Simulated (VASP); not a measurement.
Here is a VASP 6.6.1 calculation.

INCAR

```
SYSTEM = WS2
PREC = Accurate
ENCUT = 520
EDIFF = 1E-6
ISMEAR = 0
SIGMA = 0.01
LREAL = .False.
LASPH = .True.
NELM = 60
ALGO = Normal
ISIF = 2
LWAVE = .False.
LCHARG = .False.
IBRION = 2
NSW = 60
EDIFFG = -0.001
```

The input KPOINTS:

```
regular mesh
0
Gamma
  12 12 1
  0 0 0
```

Contents of POSCAR:

```
WS2
1.0
    3.1600000000      0.0000000000      0.0000000000
   -1.5800000000      2.7366402760      0.0000000000
    0.0000000000      0.0000000000     20.0000000000
W S
1 2
Direct
    0.3333333333      0.6666666667      0.5000000000
    0.6666666667      0.3333333333      0.5785000000
    0.6666666667      0.3333333333      0.4215000000
```

Potentials or basis: VASP PAW LDA potentials, release 64 (W_sv, S).

Run with:

```sh
$ cat potpaw_LDA.64/W_sv/POTCAR potpaw_LDA.64/S/POTCAR > POTCAR
$ mpirun -np 1 vasp_std > vasp.out
```

(1) Predict the band gap on the k mesh.

(2) Predict the energy gained by relaxing.

Results:

(1) 1.84 eV.

(2) 2.7 meV/atom.

Caveat: there is no dipole correction, which matters where the two faces differ; spin-orbit coupling is left out, which moves the levels of the heavy elements.
